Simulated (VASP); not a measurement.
Here is a VASP 6.6.1 calculation.

The input INCAR:

```
  ALGO = Normal
  EDIFF = 1E-7
  ENCUT = 520
  GGA = RE
  ISIF = 2
  ISMEAR = 0
  IVDW = 12
  LASPH = True
  LCHARG = False
  LREAL = False
  LWAVE = False
  NBANDS = 16
  NELM = 100
  PREC = Accurate
  SIGMA = 0.01
```

The input KPOINTS:

```
k-points
0
Gamma
  12 12 4
```

File POSCAR:

```
SiC
1.0
    3.0594324328      0.0000000000      0.0000000000
   -1.5297162164      2.6495462080      0.0000000000
    0.0000000000      0.0000000000      5.0207095113
Si C
2 2
Direct
    0.3333333333      0.6666666667      0.0046304373
    0.6666666667      0.3333333333      0.5046304373
    0.3333333333      0.6666666667      0.3803695627
    0.6666666667      0.3333333333      0.8803695627
```

Potentials or basis: VASP PAW PBE potentials, release 64 (Si, C).

The run is started by

```bash
$ cat potpaw_PBE.64/Si/POTCAR potpaw_PBE.64/C/POTCAR > POTCAR
$ mpirun -np 1 vasp_std > vasp.out
```

(1) What does it give for the dispersion energy per atom?

(2) Predict the band gap on the k mesh.

## Answers

(1) -0.608 eV.

(2) 2.27 eV, indirect (least direct gap 4.02 eV).
